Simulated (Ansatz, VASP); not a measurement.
# One calculation of Cu, two programs

```
Cu
1.0
     0.00000    1.80750    1.80750
     1.80750    0.00000    1.80750
     1.80750    1.80750    0.00000
Cu
1
Direct
  0.00000 0.00000 0.00000
```

Alike in both runs: task single point; functional PBEsol; k mesh 13 × 13 × 13; occupations tetrahedron; no spin polarisation.

|  | VASP | Ansatz |
| --- | --- | --- |
| version | VASP 6.6.1 | Ansatz 0.2.0 |
| potentials or method | VASP PAW PBE potentials, release 64 (Cu), cutoff 600 eV | PAW, plane waves, scalar-relativistic |
| valence electrons in the cell | 11 | 19 |

Ansatz gave:

* pressure (GPa): -6.6

Problem. Estimate VASP's values.

Solution. Pressure (GPa): -5.8.

VASP's potentials were made for PBE, not for PBEsol. With one functional, cell and mesh, what is left measures potentials, basis and numerics. VASP's potentials hold 11 valence electrons a cell and Ansatz's 19, so a difference there can come from the potentials and not from the codes. Ansatz's warnings: band table not solved further, tetrahedron derivatives may miss energy slope.
